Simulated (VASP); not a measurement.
Wanted: the native input for a VASP 6.6.1 run.

```
Task                               : single point
Functional                         : PBEsol-based global hybrid with 25 % exact exchange
Potentials or basis                : VASP PAW PBE potentials, release 64 (Bi_d, S)
Cutoff                             : 520 eV
k mesh                             : 4 × 4 × 4
Occupations                        : fermi-dirac, width 0.05 eV
Spin                               : no spin polarisation
Dipole correction                  : no
Grid for exact exchange (PRECFOCK) : Normal
Share of exact exchange            : 0.25
Further INCAR settings             : ALGO = Normal; EDIFF = 1e-06; NBANDS = 18
```

The system is BiS.

```
CELL_PARAMETERS angstrom
4.00294 0.00000 0.00000
0.00000 4.00294 0.00000
0.00000 0.00000 4.00294
ATOMIC_POSITIONS crystal
Bi 0.50000 0.50000 0.50000
S 0.00000 0.00000 0.00000
```

These files were run (other wordings do the same):

POSCAR

```
BiS
1.0
    4.0029443400      0.0000000000      0.0000000000
    0.0000000000      4.0029443400      0.0000000000
    0.0000000000      0.0000000000      4.0029443400
Bi S
1 1
Direct
    0.5000000000      0.5000000000      0.5000000000
    0.0000000000      0.0000000000      0.0000000000
```

INCAR.step1

```
  PREC = Accurate
  ENCUT = 520
  EDIFF = 1E-5
  ISMEAR = -1
  SIGMA = 0.05
  LREAL = False
  LASPH = True
  NELM = 100
  ALGO = Normal
  ISIF = 2
  LWAVE = True
  LCHARG = False
  NBANDS = 18
  GGA = PE
```

INCAR.step2

```
  PREC = Accurate
  ENCUT = 520
  EDIFF = 1E-6
  ISMEAR = -1
  SIGMA = 0.05
  LREAL = False
  LASPH = True
  NELM = 100
  ALGO = Normal
  ISIF = 2
  LWAVE = False
  LCHARG = False
  GGA = PS
  LHFCALC = True
  AEXX = 0.25
  PRECFOCK = Normal
  NBANDS = 18
  ISTART = 1
```

KPOINTS

```
Automatic mesh
0
Gamma
  4 4 4
```

Potentials or basis: VASP PAW PBE potentials, release 64 (Bi_d, S).

Launch:

```bash
$ cat potpaw_PBE.64/Bi_d/POTCAR potpaw_PBE.64/S/POTCAR > POTCAR
$ cp INCAR.step1 INCAR
$ mpirun -np 1 vasp_std > vasp.out
$ cp INCAR.step2 INCAR
$ mpirun -np 1 vasp_std > vasp.out
```

Results of the run:

```
Pressure               : -15.0 GPa
Band gap on the k mesh : zero (an odd number of electrons rules out a gap without spin polarisation)
```

Caveat: the k points lie up to 0.39 Å⁻¹ apart, too coarse for converged energies and pressures of a metal; the PAW data sets were made with another functional, which shifts forces and pressure a little; spin-orbit coupling is left out, which moves the levels of the heavy elements; an odd number of electrons without spin polarisation forces a metal; a magnetic or distorted state may lie lower.

Run time: 11 min on 1 thread of Intel(R) Xeon(R) Platinum 8259CL CPU @ 2.50GHz (Skylake/Cascade Lake), with other jobs on the host, peak memory 0.18 GiB.
